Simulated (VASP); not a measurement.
MgS, 2 atoms in the cell. The structure is cubic, space group Pm-3m (No. 221). The conventional cell has a = 3.274 Å, b = 3.274 Å, c = 3.274 Å, α = 90.00°, β = 90.00°, γ = 90.00°. Within 3.7 Å of Mg (site symmetry m-3m) lie 8 S at 2.84 Å and 6 Mg at 3.27 Å. Within 3.7 Å of S (site symmetry m-3m) lie 8 Mg at 2.84 Å and 6 S at 3.27 Å. 

| Quantity | Value |
| --- | --- |
| Program | VASP 6.6.1 |
| Task | relaxation of cell and atoms |
| Functional | PBEsol |
| Potentials or basis | VASP PAW PBE potentials, release 64 (Mg, S) |
| Cutoff | 600 eV |
| k mesh | 8 × 8 × 8 |
| Occupations | fermi-dirac, width 0.02 eV |
| Spin | no spin polarisation |
| Dipole correction | no |
| Further INCAR settings | ALGO = Normal; EDIFF = 1e-06; IBRION = 2; EDIFFG = -0.005; NSW = 80; ISIF = 3 |

Potentials or basis: VASP PAW PBE potentials, release 64 (Mg, S).

Launch:

```console
$ cat potpaw_PBE.64/Mg/POTCAR potpaw_PBE.64/S/POTCAR > POTCAR
$ mpirun -np 1 vasp_std > vasp.out
```

Hardware: 1 thread of Intel Xeon 8259CL, with other jobs on the host.

Estimate the wall time of this run.

It took 38 s on 1 thread of Intel Xeon 8259CL (shared host), peak memory 0.17 GiB. Counts: scf iterations 25, k points 35, ion steps 3.
